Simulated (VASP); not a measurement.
A run of VASP 6.6.1:

File INCAR:

```
ALGO = Fast ; EDIFF = 1E-6
ENCUT = 520 ; GGA = PE
ISIF = 2 ; ISMEAR = 0
ISPIN = 2 ; LASPH = True
LCHARG = True ; LELF = True
LMAXMIX = 4 ; LORBIT = 11
LREAL = False ; LVHAR = True
LWAVE = False ; MAGMOM = 0 3 3 3
NBANDS = 30 ; NELM = 150
PREC = Accurate ; SIGMA = 0.1
```

KPOINTS

```
k-points
0
Gamma
  4 4 4
```

The input POSCAR:

```
CsCo3
1.0
    4.1952606504      0.0000000000      0.0000000000
    0.0000000000      4.1952606504      0.0000000000
    0.0000000000      0.0000000000      4.1952606504
Cs Co
1 3
Direct
    0.0000000000      0.0000000000      0.0000000000
    0.0000000000      0.5000000000      0.5000000000
    0.5000000000      0.0000000000      0.5000000000
    0.5000000000      0.5000000000      0.0000000000
```

Potentials or basis: VASP PAW PBE potentials, release 64 (Cs_sv, Co).

Launch:

```sh
$ cat potpaw_PBE.64/Cs_sv/POTCAR potpaw_PBE.64/Co/POTCAR > POTCAR
$ mpirun -np 1 vasp_std > vasp.out
```

Hardware: 1 thread of Intel(R) Xeon(R) 6975P-C (Granite Rapids) (shared host).

Question: Estimate the wall time of this run.

Answer: It took 22 s on 1 thread of Intel(R) Xeon(R) 6975P-C (Granite Rapids), on a shared host, peak memory 0.21 GiB. Counts: scf iterations 17, k points 10.
